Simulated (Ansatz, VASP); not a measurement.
## B in VASP and in Ansatz

File POSCAR:

```
B
1.0
    1.6749701673      0.0000000000      0.0000000000
   -0.8374850836      1.4505667154      0.0000000000
    0.0000000000      0.0000000000      3.7556155794
B
1
Direct
    0.0000000000      0.0000000000      0.0000000000
```

INCAR.step1

```
PREC = Accurate
ENCUT = 520
ISMEAR = 0
SIGMA = 0.15
LREAL = F
LASPH = T
NELM = 60
NBANDS = 8
GGA = PE
ALGO = Normal
EDIFF = 1E-4
LWAVE = T
LCHARG = F
```

File INCAR.step2:

```
PREC = Accurate
ENCUT = 520
EDIFF = 1E-6
ISMEAR = 0
SIGMA = 0.15
LREAL = F
LASPH = T
NELM = 60
ALGO = Normal
ISIF = 2
LWAVE = F
LCHARG = T
METAGGA = R2SCAN
LMIXTAU = T
LELF = T
LVHAR = T
NBANDS = 8
ISTART = 1
```

Contents of KPOINTS:

```
Automatic mesh
0
Gamma
  36 36 14
```

Input for Ansatz:

```yaml
crystal:
  lattice:
    - [1.6749701673, 0.0, 0.0]
    - [-0.8374850836, 1.4505667154, 0.0]
    - [0.0, 0.0, 3.7556155794]
  atoms:
    - { symbol: B, position: [0.0, 0.0, 0.0] }
basis:
  ecutwfc: 500
kpoints:
  mp_grid: { grid: [36, 36, 14] }
hamiltonian:
  xc: r2scan
scf:
  occupations: { method: gaussian, width: 0.15 }
output:
  forces: true
  stress: true
  eigenvalues: true
```

Alike in both runs: task single point; functional r2SCAN; k mesh 36 × 36 × 14; occupations gaussian, width 0.15 eV; no spin polarisation.

|  | VASP | Ansatz |
| --- | --- | --- |
| version | VASP 6.6.1 | Ansatz 0.2.0 |
| potentials or method | VASP PAW PBE potentials, release 64 (B), cutoff 520 eV | scalar-relativistic, plane waves, PAW |
| valence electrons in the cell | 3 | 3 |

```csv
,VASP,Ansatz,Ansatz less VASP
gap on the k mesh at the Fermi level (eV),none,none,-
pressure (GPa),10.9,10.8,-0.13
"traceless stress, the component that is largest in VASP (GPa)",-11.52,-11.24,+0.273
```

VASP's potentials were made for PBE, not for r2SCAN. A gap of «none» marks a metal or a gap that the smearing closes.
